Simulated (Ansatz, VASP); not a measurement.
**GaSe4 in VASP and in Ansatz**

Contents of INCAR:

```
SYSTEM = GaSe4
ALGO = Fast ; EDIFF = 1E-6
EDIFFG = -0.01 ; ENCUT = 600
GGA = PE ; IBRION = 2
ISIF = 3 ; ISMEAR = 0
LASPH = .TRUE. ; LCHARG = .FALSE.
LREAL = .FALSE. ; LWAVE = .FALSE.
NELM = 80 ; NSW = 100
PREC = Accurate ; SIGMA = 0.1
```

Contents of KPOINTS:

```
k-points
0
G
  6 6 4
  0 0 0
```

Contents of POSCAR:

```
GaSe4
1.0
    5.4685378903      0.0000000000      0.0000000000
    0.0000000000      5.4685378903      0.0000000000
    0.0000000000      0.0000000000      9.5067724839
Ga Se
2 8
Direct
    0.0000000000      0.0000000000      0.7500000000
    0.0000000000      0.0000000000      0.2500000000
    0.7236248976      0.2763751024      0.6243016447
    0.2763751024      0.7236248976      0.6243016447
    0.7236248976      0.7236248976      0.8756983553
    0.2763751024      0.2763751024      0.8756983553
    0.7236248976      0.2763751024      0.3756983553
    0.2763751024      0.7236248976      0.3756983553
    0.2763751024      0.2763751024      0.1243016447
    0.7236248976      0.7236248976      0.1243016447
```

Input for Ansatz:

```yaml
crystal:
  lattice:
    - [5.4685378903, 0.0, 0.0]
    - [0.0, 5.4685378903, 0.0]
    - [0.0, 0.0, 9.5067724839]
  atoms:
    - { symbol: Ga, position: [0.0, 0.0, 0.75] }
    - { symbol: Ga, position: [0.0, 0.0, 0.25] }
    - { symbol: Se, position: [0.7236248976, 0.2763751024, 0.6243016447] }
    - { symbol: Se, position: [0.2763751024, 0.7236248976, 0.6243016447] }
    - { symbol: Se, position: [0.7236248976, 0.7236248976, 0.8756983553] }
    - { symbol: Se, position: [0.2763751024, 0.2763751024, 0.8756983553] }
    - { symbol: Se, position: [0.7236248976, 0.2763751024, 0.3756983553] }
    - { symbol: Se, position: [0.2763751024, 0.7236248976, 0.3756983553] }
    - { symbol: Se, position: [0.2763751024, 0.2763751024, 0.1243016447] }
    - { symbol: Se, position: [0.7236248976, 0.7236248976, 0.1243016447] }
basis:
  ecutwfc: 420
kpoints:
  mp_grid: { grid: [6, 6, 4] }
hamiltonian:
  xc: pbe
scf:
  occupations: { method: gaussian, width: 0.1 }
output:
  forces: true
  stress: true
  eigenvalues: true
relax:
  adjacent_minimum: "off"
  f_tol: 0.01
  max_steps: 80
  cell: { stress_tol: 0.05 }
```

Alike in both runs: task relaxation of cell and atoms; functional PBE; k mesh 6 × 6 × 4; occupations gaussian, width 0.1 eV; no spin polarisation.

```csv
,VASP,Ansatz
version,VASP 6.6.1,Ansatz 0.2.0
potentials or method,"VASP PAW PBE potentials, release 64 (Ga_d, Se), cutoff 600 eV","scalar-relativistic, plane waves, PAW"
valence electrons in the cell,74,154
```

Ansatz gave:

| Quantity | Value |
| --- | --- |
| gap on the k mesh at the Fermi level, each at its own relaxed structure (eV) | none |
| relaxed volume (Å³/atom) | 29.22 |
| relaxed length of the cell vector where the two differ most in proportion (Å) | 5.556 |

Q: What did VASP give for the same quantities?

A: gap on the k mesh at the Fermi level, each at its own relaxed structure (eV): none; relaxed volume (Å³/atom): 29.26; relaxed length of the cell vector where the two differ most in proportion (Å): 5.561.

A gap of «none» marks a metal or a gap that the smearing closes. VASP's potentials hold 74 valence electrons a cell and Ansatz's 154, so a difference there can come from the potentials and not from the codes.
